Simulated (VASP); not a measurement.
Bi, 2 atoms in the cell. Symmetry: P6_3/mmc, No. 194, hexagonal system. The conventional cell has a = 2.730 Å, b = 2.730 Å, c = 4.670 Å, α = 90.00°, β = 90.00°, γ = 120.00°. Within 3.6 Å of Bi (site symmetry -6m2) lie 12 Bi at 2.73 to 2.82 Å. 

| Quantity | Value |
| --- | --- |
| Program | VASP 6.6.1 |
| Task | relaxation of shape and atoms at fixed volume |
| Functional | PBEsol |
| Potentials or basis | VASP PAW PBE potentials, release 64 (Bi_d) |
| Cutoff | 600 eV |
| k mesh | 12 × 12 × 7 |
| Occupations | fermi-dirac, width 0.1 eV |
| Spin | no spin polarisation |
| Dipole correction | no |
| Further INCAR settings | ALGO = Normal; EDIFF = 1e-06; IBRION = 2; EDIFFG = -0.005; NSW = 50; ISIF = 4 |

Potentials or basis: VASP PAW PBE potentials, release 64 (Bi_d).

Run with:

```console
$ cat potpaw_PBE.64/Bi_d/POTCAR > POTCAR
$ mpirun -np 1 vasp_std > vasp.out
```

Hardware: 1 thread of Intel(R) Xeon(R) 6975P-C (Granite Rapids), with other jobs on the host.

Problem. Estimate the wall time of this run.

Solution. It took 74 s on 1 thread of Intel(R) Xeon(R) 6975P-C (Granite Rapids), with other jobs on the host, peak memory 0.18 GiB. Counts: scf iterations 39, k points 76, ion steps 5.
